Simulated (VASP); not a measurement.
A run of VASP 6.6.1 is set up as follows.

The input POSCAR:

```
K
1.0
   -2.6125000000      2.6125000000      2.6125000000
    2.6125000000     -2.6125000000      2.6125000000
    2.6125000000      2.6125000000     -2.6125000000
K
1
Direct
    0.0000000000      0.0000000000      0.0000000000
```

File INCAR.step1:

```
SYSTEM = K
ALGO     = Normal         ! electronic algorithm
EDIFF    = 1E-4           ! SCF threshold, eV
ENCUT    = 600            ! plane-wave cutoff, eV
GGA      = PE             ! functional
ISMEAR   = -1             ! smearing method
LASPH    = .True.         ! aspherical terms in the spheres
LCHARG   = .False.        ! write CHGCAR
LREAL    = .False.        ! projectors in reciprocal space
LWAVE    = .True.         ! write WAVECAR
NELM     = 100            ! most SCF steps
PREC     = Accurate       ! precision mode
SIGMA    = 0.02           ! smearing width, eV
```

File INCAR.step2:

```
SYSTEM = K
ALGO     = Normal         ! electronic algorithm
EDIFF    = 1E-6           ! SCF threshold, eV
EDIFFG   = -0.02          ! ionic threshold
ENCUT    = 600            ! plane-wave cutoff, eV
IBRION   = 2              ! ionic algorithm
ISIF     = 8              ! what is computed and relaxed
ISMEAR   = -1             ! smearing method
ISTART   = 1            
LASPH    = .True.         ! aspherical terms in the spheres
LCHARG   = .False.        ! write CHGCAR
LMIXTAU  = .True.       
LREAL    = .False.        ! projectors in reciprocal space
LWAVE    = .False.        ! write WAVECAR
METAGGA  = R2SCAN         ! meta-GGA
NELM     = 100            ! most SCF steps
NSW      = 80             ! ionic steps
PREC     = Accurate       ! precision mode
SIGMA    = 0.02           ! smearing width, eV
```

File KPOINTS:

```
k-points
0
Gamma
  13 13 13
  0 0 0
```

Potentials or basis: VASP PAW PBE potentials, release 64 (K_sv).

Command:

```sh
$ cat potpaw_PBE.64/K_sv/POTCAR > POTCAR
$ cp INCAR.step1 INCAR
$ mpirun -np 1 vasp_std > vasp.out
$ cp INCAR.step2 INCAR
$ mpirun -np 1 vasp_std > vasp.out
```

What does it give for the relaxed cell?

a = 4.629 Å, b = 4.629 Å, c = 4.629 Å, α = 109.47°, β = 109.47°, γ = 109.47°.

Estimate the space group after relaxing (to 0.05 Å).

Im-3m (No. 229).

Predict the relaxed volume.

76.38 Å³/atom.

Step by step:
```
step  energy change (eV)  largest force (eV/Å)  pressure (GPa)  volume (Å³)
   1              0.0000                0.0000            0.27        71.32
   2             -0.0018                0.0000            0.25        72.56
   3             -0.0040                0.0000           -0.01        76.38
```

Caveat: the PAW data sets were made with another functional, which shifts forces and pressure a little. Zero-point motion and thermal expansion aren't in these numbers.
